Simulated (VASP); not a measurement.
Wanted: the native input for a VASP 6.6.1 run.

| Quantity | Value |
| --- | --- |
| Task | single point |
| Functional | PBE |
| Potentials or basis | VASP PAW PBE potentials, release 64 (Ru_pv, F) |
| Cutoff | 520 eV |
| k mesh | 7 × 7 × 5 |
| Occupations | gaussian, width 0.05 eV |
| Spin | collinear spin, ferromagnetic start |
| Starting moments | [4.0, 0.0, 0.0] μB |
| Hubbard terms | Ru d U = 6.0 eV |
| Dipole correction | no |
| Further INCAR settings | ALGO = Normal; EDIFF = 1e-06; NBANDS = 25 |

The structure of RuF2 lies in POSCAR:

```
RuF2
1.0
    2.5309859900     -1.5515447600      0.0000000000
    2.5309859900      1.5515447600      0.0000000000
   -0.0024917900      0.0000000000      3.5692209900
Ru F
1 2
Direct
    0.0000000000      0.0000000000      0.0000000000
    0.6879000000      0.6879000000      0.2889000000
    0.3121000000      0.3121000000      0.7111000000
```

These files were run (other wordings do the same):

INCAR

```
SYSTEM = RuF2
PREC = Accurate
ENCUT = 520
EDIFF = 1E-6
ISMEAR = 0
SIGMA = 0.05
LREAL = .FALSE.
LASPH = .TRUE.
NELM = 150
ALGO = Normal
ISIF = 2
LWAVE = .FALSE.
LCHARG = .FALSE.
ISPIN = 2
MAGMOM = 4 0 0
LORBIT = 11
LMAXMIX = 4
LDAU = .TRUE.
LDAUTYPE = 2
LDAUL = 2 -1
LDAUU = 6 0
LDAUJ = 0 0
LDAUPRINT = 1
GGA = PE
NBANDS = 25
```

KPOINTS

```
Automatic mesh
0
G
  7 7 5
  0 0 0
```

Potentials or basis: VASP PAW PBE potentials, release 64 (Ru_pv, F).

Run with:

```bash
$ cat potpaw_PBE.64/Ru_pv/POTCAR potpaw_PBE.64/F/POTCAR > POTCAR
$ mpirun -np 1 vasp_std > vasp.out
```

It gave:

| Item | Value |
| --- | --- |
| Pressure | 109.6 GPa |
| Largest force | 4.265 eV/Å |
| Band gap on the k mesh | 1.11 eV (least direct gap 1.15 eV) |
| Net moment | 4.00 μB per cell |
| Site moments | Ru +3.51; F +0.18 μB |
| Valence electrons inside the program's atomic spheres | Ru 12.62; F 6.20 |

Caveat: the stress differs along the axes, from 88 to 138 GPa; forces of over 1 eV/Å act on the atoms, so gaps and moduli don't describe the material at rest.

Run time: 2.7 min on 1 thread of Intel Xeon 8259CL, on a shared host, peak memory 0.21 GiB.
